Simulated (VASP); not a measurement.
A run of VASP 6.6.1 is set up as follows.

Contents of INCAR:

```
SYSTEM = Ru
  PREC = Accurate
  ENCUT = 520
  EDIFF = 1E-6
  ISMEAR = 0
  SIGMA = 0.1
  LREAL = .FALSE.
  LASPH = .TRUE.
  NELM = 60
  ALGO = Fast
  ISIF = 2
  LWAVE = .FALSE.
  LCHARG = .TRUE.
  LDIPOL = .TRUE.
  IDIPOL = 3
  DIPOL = 0.5 0.5 0.500
  GGA = PE
  LELF = .TRUE.
  LVHAR = .TRUE.
  LVACPOTAV = .TRUE.
  NBANDS = 96
```

Contents of KPOINTS:

```
regular mesh
0
G
  13 8 1
  0 0 0
```

File POSCAR:

```
Ru
1.0
    2.7200250913      0.0000000000      0.0000000000
    0.0000000000      4.2967694965      0.0000000000
    0.0000000000      0.0000000000     27.5632577492
Ru
12
Direct
    0.0000000000      0.7500000000      0.2721013629
    0.5000000000      0.2500000000      0.3005886926
    0.5000000000      0.7500000000      0.3575633518
    0.0000000000      0.2500000000      0.3860506815
    0.0000000000      0.7500000000      0.4430253407
    0.5000000000      0.2500000000      0.4715126704
    0.5000000000      0.7500000000      0.5284873296
    0.0000000000      0.2500000000      0.5569746593
    0.0000000000      0.7500000000      0.6139493185
    0.5000000000      0.2500000000      0.6424366482
    0.5000000000      0.7500000000      0.6994113074
    0.0000000000      0.2500000000      0.7278986371
```

Potentials or basis: VASP PAW PBE potentials, release 64 (Ru_pv).

The run is started by

```console
$ cat potpaw_PBE.64/Ru_pv/POTCAR > POTCAR
$ mpirun -np 1 vasp_std > vasp.out
```

Predict the band gap on the k mesh.

zero (bands 84 and 85 overlap by 1.76 eV).

What does it give for the largest force?

0.836 eV/Å.

Forces on the atoms (eV/Å):
```
Ru   0.000  0.000  0.836
Ru   0.000  0.000 -0.156
Ru   0.000  0.000 -0.435
Ru   0.000  0.000 -0.249
Ru   0.000  0.000 -0.022
Ru   0.000  0.000 -0.102
Ru   0.000  0.000  0.102
Ru   0.000  0.000  0.022
Ru   0.000  0.000  0.249
Ru   0.000  0.000  0.435
Ru   0.000  0.000  0.156
Ru   0.000  0.000 -0.836
```
